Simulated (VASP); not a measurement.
# AgI (F-43m) in VASP: single point with LDA

Aim: the single point of AgI with LDA.

Program: VASP 6.6.1. These are calculated values, not measurements. Logs are shortened: lines on timing, memory, paths and dates and some standing lists are left out, and cuts for length are marked.

## (1) The cell of the first run

The structure is cubic, space group F-43m (No. 216). The conventional cell has a = 6.279 Å, b = 6.279 Å, c = 6.279 Å, α = 90.00°, β = 90.00°, γ = 90.00°. Ag (site symmetry -43m) has 4 I at 2.72 Å within 3.6 Å. I (site symmetry -43m) has 4 Ag at 2.72 Å within 3.6 Å.

## (2) Single point, LDA (strain -0.030 along x and y, -0.030 along z)

Contents of INCAR:

```
SYSTEM = AgI
  PREC = Accurate
  ENCUT = 500
  EDIFF = 1E-6
  ISMEAR = 0
  SIGMA = 0.05
  LREAL = .False.
  LASPH = .True.
  NELM = 120
  ALGO = Normal
  ISIF = 2
  LWAVE = .False.
  LCHARG = .False.
  GGA = CA
  NBANDS = 16
  GGA_COMPAT = .False.
```

Contents of KPOINTS:

```
regular mesh
0
Gamma
  8 8 8
  0 0 0
```

Contents of POSCAR:

```
AgI
1.0
    0.0000000000      3.1394050000      3.1394050000
    3.1394050000      0.0000000000      3.1394050000
    3.1394050000      3.1394050000      0.0000000000
Ag I
1 1
Direct
    0.0000000000      0.0000000000      0.0000000000
    0.7500000000      0.7500000000      0.7500000000
```

Potentials or basis: VASP PAW LDA potentials, release 64 (Ag, I).

Command:

```
> cat potpaw_LDA.64/Ag/POTCAR potpaw_LDA.64/I/POTCAR > POTCAR
> mpirun -np 1 vasp_std > vasp.out
```

OUTCAR:

```text
SYSTEM = AgI
   PREC = Accurate
   ENCUT = 500
   EDIFF = 1E-6
   ISMEAR = 0
   LREAL = .False.
   LASPH = .True.
   NELM = 120
   ISIF = 2
   GGA = CA

 ion  position               nearest neighbor table
   1  0.000  0.000  0.000-   2 2.72   2 2.72   2 2.72   2 2.72
   2  0.750  0.750  0.750-   1 2.72   1 2.72   1 2.72   1 2.72

  LATTYP: Found a face centered cubic cell.
 ALAT       =     6.2788100000

  Lattice vectors:

 A1 = (   0.0000000000,   3.1394050000,   3.1394050000)
 A2 = (   3.1394050000,   0.0000000000,   3.1394050000)
 A3 = (   3.1394050000,   3.1394050000,   0.0000000000)

Analysis of symmetry for initial positions (statically):
=====================================================================
 Subroutine PRICEL returns:
 Original cell was already a primitive cell.

 Routine SETGRP: Setting up the symmetry group for a
 face centered cubic supercell.

 Subroutine GETGRP returns: Found 24 space group operations
 (whereof 24 operations were pure point group operations)
 out of a pool of 48 trial point group operations.

The static configuration has the point symmetry T_d .

Analysis of symmetry for dynamics (positions and initial velocities):
=====================================================================
 Subroutine PRICEL returns:
 Original cell was already a primitive cell.

 Routine SETGRP: Setting up the symmetry group for a
 face centered cubic supercell.

 Subroutine GETGRP returns: Found 24 space group operations
 (whereof 24 operations were pure point group operations)
 out of a pool of 48 trial point group operations.

The dynamic configuration has the point symmetry T_d .

 Subroutine INISYM returns: Found 24 space group operations
 (whereof 24 operations are pure point group operations),
 and found     1 'primitive' translations

----------------------------------------------------------------------------------------

                                     Primitive cell

  volume of cell :      61.8831

  direct lattice vectors                    reciprocal lattice vectors
     0.000000000  3.139405000  3.139405000    -0.159265848  0.159265848  0.159265848
     3.139405000  0.000000000  3.139405000     0.159265848 -0.159265848  0.159265848
     3.139405000  3.139405000  0.000000000     0.159265848  0.159265848 -0.159265848

  length of vectors
     4.439789129  4.439789129  4.439789129     0.275856541  0.275856541  0.275856541

  position of ions in fractional coordinates (direct lattice)
     0.000000000  0.000000000  0.000000000
     0.750000000  0.750000000  0.750000000

[... 77 lines left out ...]
   LREAL  =      F    real-space projection
   EDIFFG = 0.1E-04   stopping-criterion for IOM
   NSW    =      0    number of steps for IOM
   IBRION =     -1    ionic relax: 0-MD 1-quasi-New 2-CG
   NFREE  =      0    steps in history (QN), initial steepest desc. (CG)
   ISIF   =      2    stress and relaxation
   ISYM   =      2    0-nonsym 1-usesym 2-fastsym
   POTIM  = 0.5000    time-step for ionic-motion
   TEBEG  =    0.0;   TEEND  =   0.0 temperature during run
   PSTRESS=    0.0 pullay stress
   NELECT =      18.0000    total number of electrons
   NUPDOWN=      -1.0000    fix difference up-down
   EMIN   =  10.00;   EMAX   =-10.00  energy-range for DOS
   EFERMI =   0.00;   METHOD = LEGACY
   ISMEAR =     0;   SIGMA  =   0.05  broadening in eV -4-tet -1-fermi 0-gaus
   EFERMI_NEDOS =   21; number of points for ismear=-14 and -15
   IALGO  =     38    algorithm
   IMIX   =      4    mixing-type and parameters
     AMIX     =   0.40;   BMIX     =  1.00
     AMIX_MAG =   1.60;   BMIX_MAG =  1.00
  volume/ion in A,a.u.               =      30.94       208.80
  Fermi-wavevector in a.u.,A,eV,Ry     =   1.084697  2.049780 16.008165  1.176567
  Thomas-Fermi vector in A             =   2.220793
   LORBIT       =      0    0 simple, 1 ext, 2 COOP (PROOUT), +10 PAW based schemes
   GGA     = CA    functional components
   LHFCALC =     F    Hartree Fock is set to
   AEXX    =    0.0000 exact exchange contribution
   IVDW    =     0    specifies the selected vdW correction
   LEPSILON=     F    determine dielectric tensor
   LRPA    =     F    only Hartree local field effects (RPA)
 non-spin polarized calculation
 Gauss-broadening in eV      SIGMA  =   0.05
  energy-cutoff  :      500.00
  volume of cell :       61.88
 maximum number of plane-waves:      1591
   NGX = 17   NGY = 17   NGZ = 17

 number of electron      17.9999995 magnetization

 Free energy of the ion-electron system (eV)
  ---------------------------------------------------
  ext. energy  EPLUGINS =         0.00000000
  ---------------------------------------------------
  free energy    TOTEN  =        -6.11382862 eV

  energy without entropy =       -6.11382862  energy(sigma->0) =       -6.11382862

 E-fermi :   4.3480     XC(G=0):  -9.3112

 val. band max:        4.1242210893   @ k =   0.0000   0.0000   0.0000
 cond. band min:       5.2215014367   @ k =   0.0000   0.0000   0.0000
 fundamental gap:      1.0972803474
 Fermi energy:         4.3480262441

 k-point     1 :       0.0000    0.0000    0.0000
  band No.  band energies     occupation
      1      -9.3430      2.00000
      2      -0.7956      2.00000
      3      -0.7956      2.00000
      4      -0.7956      2.00000
      5       0.5089      2.00000
      6       0.5089      2.00000
[... 433 lines left out ...]
      3      -0.6099      2.00000
      4      -0.4010      2.00000
      5       0.4597      2.00000
      6       0.5591      2.00000
[... 8 lines left out ...]
     15      14.7207      0.00000
     16      15.5333      0.00000

 [... further k-points ...]

------------------------ aborting loop because EDIFF is reached ----------------------------------------

  FORCE on cell =-STRESS in cart. coord.  units (eV):
  Direction    XX          YY          ZZ          XY          YZ          ZX
  --------------------------------------------------------------------------------------
  -------------------------------------------------------------------------------------
  Total        0.5794721      0.5794721      0.5794721      0.0000000      0.0000000      0.0000000
  in kB       15.0027582     15.0027582     15.0027582      0.0000000      0.0000000      0.0000000
  external PRESSURE =      15.0027582 kB  Pullay stress =       0.0000000 kB

 VOLUME and BASIS-vectors are now :
 -----------------------------------------------------------------------------
  energy-cutoff  :      500.00
  volume of cell :       61.88
      direct lattice vectors                 reciprocal lattice vectors
     0.000000000  3.139405000  3.139405000    -0.159265848  0.159265848  0.159265848
     3.139405000  0.000000000  3.139405000     0.159265848 -0.159265848  0.159265848
     3.139405000  3.139405000  0.000000000     0.159265848  0.159265848 -0.159265848

 POSITION                                       TOTAL-FORCE (eV/Angst)
 -----------------------------------------------------------------------------------
      0.00000      0.00000      0.00000        -0.000000      0.000000      0.000000
      4.70911      4.70911      4.70911         0.000000     -0.000000     -0.000000
 -----------------------------------------------------------------------------------
    total drift:                               -0.000000     -0.000000     -0.000000

  FREE ENERGIE OF THE ION-ELECTRON SYSTEM (eV)
  ---------------------------------------------------
  free  energy   TOTEN  =        -6.1138286206 eV

  energy  without entropy=       -6.1138286206  energy(sigma->0) =       -6.11382862
```

OSZICAR:

```text
N       E                     dE             d eps       ncg     rms          rms(c)
DAV:   1     0.897030484304E+02    0.89703E+02   -0.76291E+03   944   0.926E+02
DAV:   2    -0.304748626297E+01   -0.92751E+02   -0.87735E+02  1160   0.197E+02
DAV:   3    -0.619991949216E+01   -0.31524E+01   -0.31470E+01  1152   0.376E+01
DAV:   4    -0.624736918130E+01   -0.47450E-01   -0.47448E-01  1408   0.438E+00
DAV:   5    -0.624756839073E+01   -0.19921E-03   -0.19921E-03  1232   0.234E-01    0.686E+00
DAV:   6    -0.612406790408E+01    0.12350E+00   -0.36393E-01  1104   0.822E+00    0.497E+00
DAV:   7    -0.611647984445E+01    0.75881E-02   -0.35101E-02  1080   0.126E+00    0.209E+00
DAV:   8    -0.611385986341E+01    0.26200E-02   -0.14987E-03  1208   0.272E-01    0.171E-01
DAV:   9    -0.611382112501E+01    0.38738E-04   -0.16567E-04  1168   0.163E-01    0.420E-02
DAV:  10    -0.611382712798E+01   -0.60030E-05   -0.90703E-06  1152   0.267E-02    0.153E-02
DAV:  11    -0.611382866382E+01   -0.15358E-05   -0.10987E-06   880   0.686E-03    0.254E-03
DAV:  12    -0.611382862057E+01    0.43251E-07   -0.28131E-07   648   0.499E-03
   1 F= -.61138286E+01 E0= -.61138286E+01  d E =-.328800E-12
```

Wall time 20 s (1 thread of AMD EPYC 7R43 (Zen 3), shared host); peak memory 0.13 GiB.

Results:

```
Free energy            : -6.1138 eV
Pressure               : 1.5 GPa
Band gap on the k mesh : 1.10 eV
```

Levels at points of the mesh, in eV from the valence-band top:
| k point | band 7 | band 8 | band 9 | band 10 | band 11 | band 12 |
| --- | --- | --- | --- | --- | --- | --- |
| (0.00, 0.00, 0.00) | 0.00 | 0.00 | 0.00 | 1.10 | 5.45 | 5.45 |
| (0.50, 0.00, 0.00) | -3.43 | -0.89 | -0.89 | 2.51 | 5.99 | 5.99 |
| (0.50, 0.50, 0.00) | -3.08 | -2.18 | -2.18 | 3.13 | 3.64 | 8.64 |

Caveat: the cell differs from its parent crystal (strain -0.030 along x and y, -0.030 along z); spin-orbit coupling is left out, which moves the levels of the heavy elements.
